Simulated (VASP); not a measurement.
Write the native input for VASP 6.6.1 that does the following.

| Item | Value |
| --- | --- |
| Task | single point |
| Functional | PBE |
| Potentials or basis | VASP PAW PBE potentials, release 64 (Li_sv) |
| Cutoff | 520 eV |
| k mesh | 43 × 43 × 43 |
| Occupations | fermi-dirac, width 0.0612256 eV |
| Spin | no spin polarisation |
| Dipole correction | no |
| Further INCAR settings | ALGO = Normal; EDIFF = 1e-06; NBANDS = 8 |

The structure of Li lies in POSCAR:

```
Li
1.0
    0.0000000000      2.2044552347      2.2044552347
    2.2044552347      0.0000000000      2.2044552347
    2.2044552347      2.2044552347      0.0000000000
Li
1
Direct
    0.0000000000      0.0000000000      0.0000000000
```

This isn't the form of Li at room conditions, which is bcc.

One way to write it, as run:

INCAR

```
PREC     = Accurate       # precision mode
ENCUT    = 520            # plane-wave cutoff, eV
EDIFF    = 1E-6           # SCF threshold, eV
ISMEAR   = -1             # smearing method
SIGMA    = 0.06122561905347299 # smearing width, eV
LREAL    = False          # projectors in reciprocal space
LASPH    = True           # aspherical terms in the spheres
NELM     = 100            # most SCF steps
ALGO     = Normal         # electronic algorithm
ISIF     = 2              # what is computed and relaxed
LWAVE    = False          # write WAVECAR
LCHARG   = False          # write CHGCAR
GGA      = PE             # functional
NBANDS   = 8              # bands
```

KPOINTS

```
regular mesh
0
Gamma
  43 43 43
```

Potentials or basis: VASP PAW PBE potentials, release 64 (Li_sv).

The run is started by

```sh
$ cat potpaw_PBE.64/Li_sv/POTCAR > POTCAR
$ mpirun -np 1 vasp_std > vasp.out
```

Results of the run:

```yaml
Band_gap_on_the_k_mesh: zero (an odd number of electrons rules out a gap without spin polarisation)
```

It took 3.5 min on 1 thread of Oxide Virtual Turin-like Processor, with other jobs on the host, peak memory 0.32 GiB.
